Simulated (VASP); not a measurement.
Here is a VASP 6.6.1 calculation.

The input INCAR:

```
ALGO = Normal
EDIFF = 1E-7
ENCUT = 520
GGA = PE
ISIF = 2
ISMEAR = 0
LASPH = True
LCHARG = False
LREAL = False
LWAVE = False
NBANDS = 26
NELM = 60
PREC = Accurate
SIGMA = 0.05
```

KPOINTS

```
k-points
0
Gamma
  12 12 6
```

POSCAR

```
GaN
1.0
    3.0209996775      0.0000000000      0.0000000000
   -1.5104998388      2.6162624655      0.0000000000
    0.0000000000      0.0000000000      5.2951500000
Ga N
2 2
Direct
    0.3333333333      0.6666666667      0.0000000000
    0.6666666667      0.3333333333      0.5000000000
    0.3333333333      0.6666666667      0.3750000000
    0.6666666667      0.3333333333      0.8750000000
```

Potentials or basis: VASP PAW PBE potentials, release 64 (Ga_d, N).

Launch:

```bash
$ cat potpaw_PBE.64/Ga_d/POTCAR potpaw_PBE.64/N/POTCAR > POTCAR
$ mpirun -np 1 vasp_std > vasp.out
```

Problem. What does it give for the largest force?

Solution. 0.867 eV/Å.

Problem. Estimate the pressure.

Solution. 27.4 GPa.

Problem. Estimate the band gap on the k mesh.

Solution. 2.10 eV, direct.

Forces on the atoms (eV/Å):
```
Ga   0.000  0.000  0.867
Ga   0.000  0.000  0.867
N    0.000  0.000 -0.867
N    0.000  0.000 -0.867
```

Caveat: the cell differs from its parent crystal (strain -0.050 along x and y, +0.025 along z). A k mesh can miss the band edges.
